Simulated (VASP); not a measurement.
The system is TiTe2.

```
Ti Te
1.0
     3.77700    0.00000    0.00000
    -1.88850    3.27098    0.00000
     0.00000    0.00000    6.49800
Ti Te
1 2
Cartesian
  0.0000 0.0000 0.0000
  1.8885 1.0903 1.7077
  0.0000 2.1807 4.7903
```

| Item | Value |
| --- | --- |
| Program | VASP 6.6.1 |
| Task | relaxation of cell and atoms |
| Functional | PBE |
| Dispersion | D3(BJ) |
| Potentials or basis | VASP PAW PBE potentials, release 64 (Ti_sv, Te) |
| Cutoff | 600 eV |
| k mesh | 12 × 12 × 8 |
| Occupations | gaussian, width 0.1 eV |
| Spin | no spin polarisation |

At the start: pressure -2.0 GPa; volume 26.76 Å³/atom.

Question: How do energy, volume and symmetry change on relaxing?

Answer: Over 11 steps the energy falls by 12.1 meV/atom and the volume is 25.15 Å³/atom (-6.0 %); space group P-3m1 (No. 164, to 0.1 Å) before and after.

Step by step:
```
step  energy change (eV)  largest force (eV/Å)  pressure (GPa)  volume (Å³)
   1              0.0000                0.0469           -2.03        80.28
   2             -0.0165                0.4438            1.12        76.39
   3             -0.0195                0.3284            0.17        77.46
   4             -0.0289                0.2009            0.07        76.86
   5             -0.0322                0.0571           -0.03        76.21
   6             -0.0322                0.0660           -0.01        76.25
   7             -0.0340                0.0399           -0.11        76.15
   8             -0.0360                0.0333           -0.34        75.86
   9             -0.0354                0.0573            0.46        74.92
  10             -0.0363                0.0016           -0.03        75.50
  11             -0.0364                0.0008           -0.01        75.46
```

Final structure:
```
Ti Te
1.0
     3.69658    0.00000    0.00000
    -1.84829    3.20133    0.00000
     0.00000    0.00000    6.37690
Ti Te
1 2
Direct
  0.00000 0.00000 0.00000
  0.66667 0.33333 0.27152
  0.33333 0.66667 0.72848
```
